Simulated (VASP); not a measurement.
HgTe:

```
CELL_PARAMETERS angstrom
0.00000 3.28916 3.28916
3.28916 0.00000 3.28916
3.28916 3.28916 0.00000
ATOMIC_POSITIONS crystal
Hg 0.00000 0.00000 0.00000
Te 0.25000 0.25000 0.25000
```

Base run:

```yaml
Program: VASP 6.6.1
Functional: PBE
Potentials_or_basis: VASP PAW PBE potentials, release 64 (Hg, Te)
Cutoff: 520 eV
k_mesh: 6 × 6 × 6
Occupations: fermi-dirac, width 0.02 eV
Spin: no spin polarisation
```

Its results: band gap on the k mesh zero (filled and empty bands touch); pressure 1.3 GPa.

Problem. The run is repeated on the same cell with these changes: functional from PBE to r2SCAN. What comes out?

Solution. Band gap on the k mesh zero (filled and empty bands touch); pressure 0.0 GPa.

Caveats: spin-orbit coupling is left out, which moves the levels of the heavy elements; the PAW data sets were made with another functional, which shifts forces and pressure a little (some runs).
